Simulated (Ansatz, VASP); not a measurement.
# Two plane-wave programs on Mg

The input INCAR:

```
SYSTEM = Mg
ALGO = Normal
EDIFF = 1E-6
EDIFFG = -0.04
ENCUT = 600
GGA = PS
IBRION = 2
ISIF = 3
ISMEAR = 0
LASPH = .True.
LCHARG = .False.
LREAL = .False.
LWAVE = .False.
NELM = 60
NSW = 90
PREC = Accurate
SIGMA = 0.1
```

File KPOINTS:

```
k-points
0
Gamma
  3 3 3
  0 0 0
```

POSCAR

```
Mg
1.0
    3.6449664690      2.1044223721      6.2161336964
   -3.6449664690      2.1044223721      6.2161336964
    0.0000000000     -4.2088447441      6.2161336964
Mg
12
Direct
    0.0101900000      0.6536100000      0.0101900000
    0.0101900000      0.0101900000      0.6536100000
    0.6536100000      0.0101900000      0.0101900000
    0.9898100000      0.3463900000      0.9898100000
    0.3463900000      0.9898100000      0.9898100000
    0.9898100000      0.9898100000      0.3463900000
    0.2211800000      0.6306000000      0.2211800000
    0.2211800000      0.2211800000      0.6306000000
    0.6306000000      0.2211800000      0.2211800000
    0.7788200000      0.3694000000      0.7788200000
    0.3694000000      0.7788200000      0.7788200000
    0.7788200000      0.7788200000      0.3694000000
```

Input for Ansatz:

```yaml
crystal:
  lattice:
    - [3.644966469, 2.1044223721, 6.2161336964]
    - [-3.644966469, 2.1044223721, 6.2161336964]
    - [0.0, -4.2088447441, 6.2161336964]
  atoms:
    - { symbol: Mg, position: [0.01019, 0.65361, 0.01019] }
    - { symbol: Mg, position: [0.01019, 0.01019, 0.65361] }
    - { symbol: Mg, position: [0.65361, 0.01019, 0.01019] }
    - { symbol: Mg, position: [0.98981, 0.34639, 0.98981] }
    - { symbol: Mg, position: [0.34639, 0.98981, 0.98981] }
    - { symbol: Mg, position: [0.98981, 0.98981, 0.34639] }
    - { symbol: Mg, position: [0.22118, 0.6306, 0.22118] }
    - { symbol: Mg, position: [0.22118, 0.22118, 0.6306] }
    - { symbol: Mg, position: [0.6306, 0.22118, 0.22118] }
    - { symbol: Mg, position: [0.77882, 0.3694, 0.77882] }
    - { symbol: Mg, position: [0.3694, 0.77882, 0.77882] }
    - { symbol: Mg, position: [0.77882, 0.77882, 0.3694] }
basis:
  ecutwfc: 420
kpoints:
  mp_grid: { grid: [3, 3, 3] }
hamiltonian:
  xc: pbesol
scf:
  occupations: { method: gaussian, width: 0.1 }
  lower_state_search: "off"
output:
  forces: true
  stress: true
  eigenvalues: true
relax:
  adjacent_minimum: "off"
  f_tol: 0.04
  max_steps: 70
  cell: { stress_tol: 0.4 }
```

Alike in both runs: task relaxation of cell and atoms; functional PBEsol; k mesh 3 × 3 × 3; occupations gaussian, width 0.1 eV; no spin polarisation.

|  | VASP | Ansatz |
| --- | --- | --- |
| version | VASP 6.6.1 | Ansatz 0.2.0 |
| potentials or method | VASP PAW PBE potentials, release 64 (Mg), cutoff 600 eV | scalar-relativistic, plane waves, PAW |
| valence electrons in the cell | 24 | 120 |

Ansatz gave:

```
gap on the k mesh at the Fermi level, each at its own relaxed structure (eV) : none
relaxed volume (Å³/atom)                                                     : 30.40
relaxed length of the cell vector where the two differ most in proportion (Å)              : 8.619
```

Q: Which values does VASP return?

A: gap on the k mesh at the Fermi level, each at its own relaxed structure (eV): none; relaxed volume (Å³/atom): 30.67; relaxed length of the cell vector where the two differ most in proportion (Å): 8.829.

VASP's potentials were made for PBE, not for PBEsol. A gap of «none» marks a metal or a gap that the smearing closes. VASP's potentials hold 24 valence electrons a cell and Ansatz's 120, so a difference there can come from the potentials and not from the codes.

Noted on VASP's run: the volume moved by over 15 % at a fixed basis, so the end points are rough.
